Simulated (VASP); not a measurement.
## MgSn2O3: single point with PBE

The system is MgSn2O3.

```xyz
6
Lattice="6.1975 0.0000 0.0000 -3.0988 5.3672 0.0000 0.0000 0.0000 3.9389" Properties=species:S:1:pos:R:3 pbc="T T T"
Mg    0.0000    0.0000    1.9694
Sn    0.0000    3.5781    1.9694
Sn    3.0988    1.7891    1.9694
O     0.0000    3.5781    0.0000
O     3.0988    1.7891    0.0000
O     0.0000    0.0000    0.0000
```

The cell was generated, and may not be a known phase.

| Quantity | Value |
| --- | --- |
| Program | VASP 6.6.1 |
| Task | single point |
| Functional | PBE |
| Potentials or basis | VASP PAW PBE potentials, release 64 (Mg, Sn_d, O) |
| Cutoff | 520 eV |
| k mesh | 6 × 6 × 4 |
| Occupations | gaussian, width 0.1 eV |
| Spin | no spin polarisation |

```json
{"Pressure": "0.1 GPa", "Band gap on the k mesh": "zero (bands 24 and 25 overlap by 0.40 eV)"}
```

Stress tensor (GPa, compression positive):
```
0.02 0.00 0.00
0.00 0.02 0.00
0.00 0.00 0.36
```

Levels at points of the mesh, in eV from the Fermi level:
| k point | band 21 | band 22 | band 23 | band 24 | band 25 | band 26 | band 27 | band 28 |
| --- | --- | --- | --- | --- | --- | --- | --- | --- |
| (0.00, 0.00, 0.00) | -2.26 | -1.89 | -0.80 | -0.80 | 1.46 | 1.46 | 2.97 | 2.97 |
| (0.50, 0.00, 0.00) | -2.64 | -1.90 | -0.78 | -0.62 | 0.81 | 1.27 | 4.23 | 4.49 |
| (0.00, 0.00, 0.50) | -0.53 | -0.53 | -0.23 | -0.23 | 0.51 | 1.55 | 1.55 | 2.86 |
| (0.50, 0.00, 0.50) | -0.86 | -0.64 | -0.52 | -0.19 | 0.21 | 2.53 | 3.58 | 3.86 |

Run time: 2.6 min on 1 thread of Oxide Virtual Turin-like Processor (shared host), peak memory 0.26 GiB.

Caveat: the k points lie up to 0.40 Å⁻¹ apart; semilocal functionals underestimate gaps, and a narrow one can read as zero; spin-orbit coupling is left out, which moves the levels of the heavy elements.
